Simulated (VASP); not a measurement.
**LiBe2: relaxation of cell and atoms with PBE**

Crystal: LiBe2.

```
Li Be
1.0
     4.09411    0.00000    0.00000
    -2.04705    3.54560    0.00000
     0.00000    0.00000    2.50712
Li Be
1 2
Direct
  0.00000 0.00000 0.00000
  0.66667 0.33333 0.66667
  0.33333 0.66667 0.33333
```

```
Program                : VASP 6.6.1
Task                   : relaxation of cell and atoms
Functional             : PBE
Potentials or basis    : VASP PAW PBE potentials, release 64 (Li_sv, Be)
Cutoff                 : 600 eV
k mesh                 : 6 × 6 × 6
Occupations            : gaussian, width 0.1 eV
Spin                   : no spin polarisation
Dipole correction      : no
Further INCAR settings : ALGO = Normal; EDIFF = 1e-06; IBRION = 2; EDIFFG = -0.04; NSW = 90; ISIF = 3
```

* Relaxed volume: 9.34 Å³/atom
* Relaxed cell: a = 3.837 Å, b = 3.837 Å, c = 2.198 Å, α = 90.00°, β = 90.00°, γ = 120.00°
* Space group after relaxing (to 0.1 Å): P-3m1 (No. 164)
* Energy gained by relaxing: 153.5 meV/atom
* Ionic steps: 8
* Pressure after relaxing: 0.3 GPa
* Largest force after relaxing: 0.024 eV/Å
* Band gap on the k mesh: zero (an odd number of electrons rules out a gap without spin polarisation)

Forces in eV/Å, atoms in the order of the input:
```
Li   0.000  0.000  0.000
Be   0.000  0.000  0.024
Be   0.000  0.000 -0.024
```

Stress tensor (GPa, compression positive):
```
 0.55  0.00  0.00
 0.00  0.55  0.00
 0.00  0.00 -0.26
```

Step by step:
```tsv
step	energy change (eV)	largest force (eV/Å)	pressure (GPa)	volume (Å³)
1	0.0000	0.0200	-12.20	36.39
2	-0.3365	0.2210	-7.15	31.73
3	-0.4231	0.3309	-2.09	29.14
4	-0.4276	0.3673	-0.13	28.37
5	-0.4276	0.3602	-0.54	28.52
6	-0.4415	0.2818	-0.10	28.29
7	-0.4540	0.0913	0.92	27.81
8	-0.4605	0.0239	0.28	28.02
```

Final structure:
```xyz
3
Lattice="3.8370 0.0000 0.0000 -1.9185 3.3229 0.0000 0.0000 0.0000 2.1976" Properties=species:S:1:pos:R:3 pbc="T T T"
Li   -1.9185    3.3229    2.1976
Be    1.9185    1.1076    1.5468
Be    0.0000    2.2153    0.6508
```

Levels at points of the mesh, in eV from the Fermi level:
| k point | band 2 | band 3 | band 4 | band 5 | band 6 | band 7 |
| --- | --- | --- | --- | --- | --- | --- |
| (0.00, 0.00, 0.00) | -8.10 | 0.29 | 0.29 | 1.88 | 1.88 | 5.17 |
| (0.50, 0.00, 0.00) | -6.39 | -5.02 | -2.28 | 3.15 | 9.94 | 11.38 |
| (0.00, 0.00, 0.50) | -2.85 | -2.45 | 6.30 | 6.40 | 6.40 | 7.50 |
| (0.50, 0.00, 0.50) | -1.84 | -1.01 | 0.86 | 3.58 | 4.88 | 5.32 |

Wall time 26 s on 1 thread of Intel(R) Xeon(R) 6975P-C (Granite Rapids), on a shared host, peak memory 0.17 GiB.

Caveat: the k points lie up to 0.48 Å⁻¹ apart in the final cell, too coarse for converged energies and pressures of a metal; the cutoff is under 1.25 times the usual one of these potentials, so pressure, stress and relaxed cells hold a basis-set (Pulay) error; the volume moved by over 15 % at a fixed basis, so the end points are rough.
